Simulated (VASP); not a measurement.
# Ru (P6_3/mmc) in VASP: settings compared, part 2 of 2

VASP 6.6.1.

## Step 5: Single point, BLYP+D4

This run uses another cell than the first one, of 13.87 Å³/atom.

Input file INCAR:

```
  AGGAC = 1.0
  AGGAX = 1.0
  ALDAC = 0.0
  ALDAX = 1.0
  ALGO = Normal
  EDIFF = 1E-6
  ENCUT = 520
  GGA = B5
  ISIF = 2
  ISMEAR = -1
  IVDW = 13
  LASPH = T
  LCHARG = F
  LREAL = F
  LWAVE = F
  NBANDS = 21
  NELM = 80
  PREC = Accurate
  SIGMA = 0.05
  VDW_A1 = 0.44488865
  VDW_A2 = 4.0933009
  VDW_S6 = 1.0
  VDW_S8 = 2.34076671
```

Input file KPOINTS:

```
k-points
0
Gamma
  11 11 6
```

Input file POSCAR:

```
Ru
1.0
    2.7266357532      0.0000000000      0.0000000000
   -1.3633178766      2.3613358292      0.0000000000
    0.0000000000      0.0000000000      4.3096647649
Ru
2
Direct
    0.6666666667      0.3333333333      0.7500000000
    0.3333333333      0.6666666667      0.2500000000
```

Potentials or basis: VASP PAW PBE potentials, release 64 (Ru_pv).

Launch:

```
$ cat potpaw_PBE.64/Ru_pv/POTCAR > POTCAR
$ mpirun -np 1 vasp_std > vasp.out
```

Wall time 55 s (1 thread of Intel Xeon 8259CL, shared host); peak memory 0.16 GiB.

Results (log left out):

```yaml
Free_energy: -17.7813 eV
Pressure: 0.8 GPa
Band_gap_on_the_k_mesh: zero (bands 14 and 15 overlap by 2.96 eV)
Dispersion_energy_per_atom: -0.988 eV
```

Stress tensor (GPa, compression positive):
```
0.71 0.00 0.00
0.00 0.71 0.00
0.00 0.00 0.83
```

Levels at points of the mesh, in eV from the Fermi level:
```csv
k point,band 12,band 13,band 14,band 15,band 16,band 17
"(0.00, 0.00, 0.00)",-1.81,-1.81,-1.31,-1.31,1.19,1.19
"(0.00, 0.00, 0.50)",-2.62,-2.48,-2.48,0.56,0.56,0.56
```

Caveat: the PAW data sets were made with another functional, which shifts forces and pressure a little.

## Step 6: Single point, LDA

This run uses another cell than the first one, of 14.12 Å³/atom.

Input file INCAR:

```
ALGO     = Fast           # electronic algorithm
EDIFF    = 1E-7           # SCF threshold, eV
ENCUT    = 520            # plane-wave cutoff, eV
ISIF     = 2              # what is computed and relaxed
ISMEAR   = -1             # smearing method
LASPH    = T              # aspherical terms in the spheres
LCHARG   = F              # write CHGCAR
LREAL    = F              # projectors in reciprocal space
LWAVE    = F              # write WAVECAR
NBANDS   = 21             # bands
NELM     = 80             # most SCF steps
PREC     = Accurate       # precision mode
SIGMA    = 0.05           # smearing width, eV
```

KPOINTS is that of step 5.

Input file POSCAR:

```
Ru
1.0
    2.7414067149      0.0000000000      0.0000000000
   -1.3707033574      2.3741278572      0.0000000000
    0.0000000000      0.0000000000      4.3382472512
Ru
2
Direct
    0.6666666667      0.3333333333      0.7500000000
    0.3333333333      0.6666666667      0.2500000000
```

Potentials or basis: VASP PAW LDA potentials, release 64 (Ru_pv).

Launch:

```
$ cat potpaw_LDA.64/Ru_pv/POTCAR > POTCAR
$ mpirun -np 1 vasp_std > vasp.out
```

OUTCAR:

```text
EDIFF = 1E-7
   ENCUT = 520
   ISIF = 2
   ISMEAR = -1
   LASPH = T
   LREAL = F
   NELM = 80
   PREC = Accurate

 ion  position               nearest neighbor table
   1  0.667  0.333  0.750-   2 2.69   2 2.69   2 2.69   2 2.69   2 2.69   2 2.69
   2  0.333  0.667  0.250-   1 2.69   1 2.69   1 2.69   1 2.69   1 2.69   1 2.69

  LATTYP: Found a hexagonal cell.
 ALAT       =     2.7414067149
 C/A-ratio  =     1.5824894670

  Lattice vectors:

 A1 = (   2.7414067149,   0.0000000000,   0.0000000000)
 A2 = (  -1.3707033574,   2.3741278572,   0.0000000000)
 A3 = (   0.0000000000,   0.0000000000,   4.3382472512)

Analysis of symmetry for initial positions (statically):
=====================================================================
 Subroutine PRICEL returns:
 Original cell was already a primitive cell.

 Routine SETGRP: Setting up the symmetry group for a
 hexagonal supercell.

 Subroutine GETGRP returns: Found 24 space group operations
 (whereof 12 operations were pure point group operations)
 out of a pool of 24 trial point group operations.

The static configuration has the point symmetry D_3d.
 The point group associated with its full space group is D_6h.

Analysis of symmetry for dynamics (positions and initial velocities):
=====================================================================
 Subroutine PRICEL returns:
 Original cell was already a primitive cell.

 Routine SETGRP: Setting up the symmetry group for a
 hexagonal supercell.

 Subroutine GETGRP returns: Found 24 space group operations
 (whereof 12 operations were pure point group operations)
 out of a pool of 24 trial point group operations.

The dynamic configuration has the point symmetry D_3d.
 The point group associated with its full space group is D_6h.
[... 109 lines left out ...]
   PSTRESS=    0.0 pullay stress
   NELECT =      28.0000    total number of electrons
   NUPDOWN=      -1.0000    fix difference up-down
   EMIN   =  10.00;   EMAX   =-10.00  energy-range for DOS
   EFERMI =   0.00;   METHOD = LEGACY
   ISMEAR =    -1;   SIGMA  =   0.05  broadening in eV -4-tet -1-fermi 0-gaus
   EFERMI_NEDOS =   21; number of points for ismear=-14 and -15
   IALGO  =     68    algorithm
   IMIX   =      4    mixing-type and parameters
     AMIX     =   0.40;   BMIX     =  1.00
     AMIX_MAG =   1.60;   BMIX_MAG =  1.00
  volume/ion in A,a.u.               =      14.12        95.27
  Fermi-wavevector in a.u.,A,eV,Ry     =   1.632539  3.085051 36.262022  2.665183
  Thomas-Fermi vector in A             =   2.724493
   LORBIT       =      0    0 simple, 1 ext, 2 COOP (PROOUT), +10 PAW based schemes
   GGA     = CA    functional components
   LHFCALC =     F    Hartree Fock is set to
   AEXX    =    0.0000 exact exchange contribution
   IVDW    =     0    specifies the selected vdW correction
   LEPSILON=     F    determine dielectric tensor
   LRPA    =     F    only Hartree local field effects (RPA)
 non-spin polarized calculation
 RMM-DIIS sequential band-by-band and
  energy-cutoff  :      520.00
  volume of cell :       28.24
 maximum number of plane-waves:       776
   NGX = 11   NGY = 11   NGZ = 17

 number of electron      28.0000011 magnetization

 Free energy of the ion-electron system (eV)
  ---------------------------------------------------
  ext. energy  EPLUGINS =         0.00000000
  ---------------------------------------------------
  free energy    TOTEN  =       -21.23854270 eV

  energy without entropy =      -21.22079641  energy(sigma->0) =      -21.22966955

 E-fermi :  11.9166     XC(G=0): -14.1436

 val. band max:       11.8983616467   @ k =   0.2727   0.0000   0.0000
 cond. band min:      11.9168447329   @ k =   0.3636   0.0000   0.3333
 fundamental gap:      0.0184830861
 Fermi energy:        11.9165678459

 k-point     1 :       0.0000    0.0000    0.0000
  band No.  band energies     occupation
      1     -31.3332      2.00000
      2     -30.4978      2.00000
      3     -30.4978      2.00000
      4     -30.3447      2.00000
      5     -30.3447      2.00000
      6     -30.3109      2.00000
[... 565 lines left out ...]
     20      21.9992      0.00000
     21      23.2567      0.00000

 [... further k-points ...]

------------------------ aborting loop because EDIFF is reached ----------------------------------------

  FORCE on cell =-STRESS in cart. coord.  units (eV):
  Direction    XX          YY          ZZ          XY          YZ          ZX
  --------------------------------------------------------------------------------------
  -------------------------------------------------------------------------------------
  Total       -3.8702729     -3.8702729     -4.1297484     -0.0000000     -0.0000000     -0.0000000
  in kB     -219.6141381   -219.6141381   -234.3377758     -0.0000000     -0.0000000     -0.0000000
  external PRESSURE =    -224.5220173 kB  Pullay stress =       0.0000000 kB

 VOLUME and BASIS-vectors are now :
 -----------------------------------------------------------------------------
  energy-cutoff  :      520.00
  volume of cell :       28.24
      direct lattice vectors                 reciprocal lattice vectors
     2.741406715  0.000000000  0.000000000     0.364776228  0.210603653  0.000000000
    -1.370703357  2.374127857  0.000000000     0.000000000  0.421207306  0.000000000
     0.000000000  0.000000000  4.338247251     0.000000000  0.000000000  0.230507839

 POSITION                                       TOTAL-FORCE (eV/Angst)
 -----------------------------------------------------------------------------------
      1.37070      0.79138      3.25369        -0.000000      0.000000      0.000000
     -0.00000      1.58275      1.08456         0.000000      0.000000      0.000000
 -----------------------------------------------------------------------------------
    total drift:                                0.000000     -0.000000      0.000000

  FREE ENERGIE OF THE ION-ELECTRON SYSTEM (eV)
  ---------------------------------------------------
  free  energy   TOTEN  =       -21.2385427016 eV

  energy  without entropy=      -21.2207964067  energy(sigma->0) =      -21.22966955
```

OSZICAR:

```text
N       E                     dE             d eps       ncg     rms          rms(c)
DAV:   1     0.287104541394E+03    0.28710E+03   -0.17458E+04  2688   0.147E+03
DAV:   2    -0.166764318789E+02   -0.30378E+03   -0.29463E+03  2788   0.444E+02
DAV:   3    -0.227357918891E+02   -0.60594E+01   -0.60141E+01  3188   0.699E+01
DAV:   4    -0.227823436218E+02   -0.46552E-01   -0.46479E-01  3321   0.589E+00
DAV:   5    -0.227830691031E+02   -0.72548E-03   -0.72185E-03  3097   0.633E-01    0.168E+01
RMM:   6    -0.213268745162E+02    0.14562E+01   -0.33437E+00  2737   0.148E+01    0.384E+00
RMM:   7    -0.212488380878E+02    0.78036E-01   -0.33671E-01  2916   0.398E+00    0.880E-01
RMM:   8    -0.212402711135E+02    0.85670E-02   -0.21381E-02  3035   0.145E+00    0.477E-01
RMM:   9    -0.212384990934E+02    0.17720E-02   -0.28588E-03  3082   0.508E-01    0.464E-02
RMM:  10    -0.212385356744E+02   -0.36581E-04   -0.44074E-04  3178   0.205E-01    0.184E-02
RMM:  11    -0.212385419942E+02   -0.63197E-05   -0.56807E-05  3338   0.521E-02    0.744E-03
RMM:  12    -0.212385426748E+02   -0.68061E-06   -0.75611E-06  3402   0.194E-02    0.383E-03
RMM:  13    -0.212385426666E+02    0.81814E-08   -0.15999E-06  3310   0.107E-02    0.456E-04
RMM:  14    -0.212385427016E+02   -0.34983E-07   -0.37285E-07  2430   0.490E-03
   1 F= -.21238543E+02 E0= -.21229670E+02  d E =-.177463E-01
```

stdout:

```text
POSCAR found type information on POSCAR Ru
 POSCAR found :  1 types and       2 ions
 scaLAPACK will be used
 LDA part: xc-table for (Slater(with rela. corr.)+CA(PZ))
 , standard interpolation
 POSCAR, INCAR and KPOINTS ok, starting setup
 FFT: planning ... GRIDC
 FFT: planning ... GRID_SOFT
 FFT: planning ... GRID
 WAVECAR not read
 entering main loop
```

Run time: 52 s. Hardware: 1 thread of Intel Xeon 8259CL, shared host; peak memory 0.14 GiB.

Results:

```yaml
Free_energy: -21.2385 eV
Pressure: -22.5 GPa
Band_gap_on_the_k_mesh: zero (bands 14 and 15 overlap by 2.90 eV)
```

Stress tensor (GPa, compression positive):
```
-21.96   0.00   0.00
  0.00 -21.96   0.00
  0.00   0.00 -23.43
```

Caveat: the cell stands under tension.

## Step 7: Overview

```csv
level,potentials or basis,cell,gap on the mesh (eV),pressure (GPa)
revPBE+D3(BJ),"VASP PAW PBE potentials, release 64 (Ru_pv)","a = 2.686, b = 2.686, c = 4.254 Å, angles 90.0, 90.0, 120.0°, 2 atoms",none,0.0
SVWN5,"VASP PAW PBE potentials, release 64 (Ru_pv)","a = 2.673, b = 2.673, c = 4.229 Å, angles 90.0, 90.0, 120.0°, 2 atoms",none,-0.1
LDA,"VASP PAW LDA potentials, release 64 (Ru_pv)","a = 2.688, b = 2.688, c = 4.253 Å, angles 90.0, 90.0, 120.0°, 2 atoms",none,-4.8
BLYP+D4,"VASP PAW PBE potentials, release 64 (Ru_pv)","a = 2.727, b = 2.727, c = 4.310 Å, angles 90.0, 90.0, 120.0°, 2 atoms",none,0.8
LDA,"VASP PAW LDA potentials, release 64 (Ru_pv)","a = 2.741, b = 2.741, c = 4.338 Å, angles 90.0, 90.0, 120.0°, 2 atoms",none,-22.5
```

Alike in all rows: task single point; no spin polarisation; k mesh 11 × 11 × 6; cutoff (eV) 520; smearing fermi-dirac 0.05 eV.

Caveats: the PAW data sets were made with another functional, which shifts forces and pressure a little (at least some runs); the cell stands under tension (at least some runs).

Absolute energies hang on the potentials; compare differences alone.
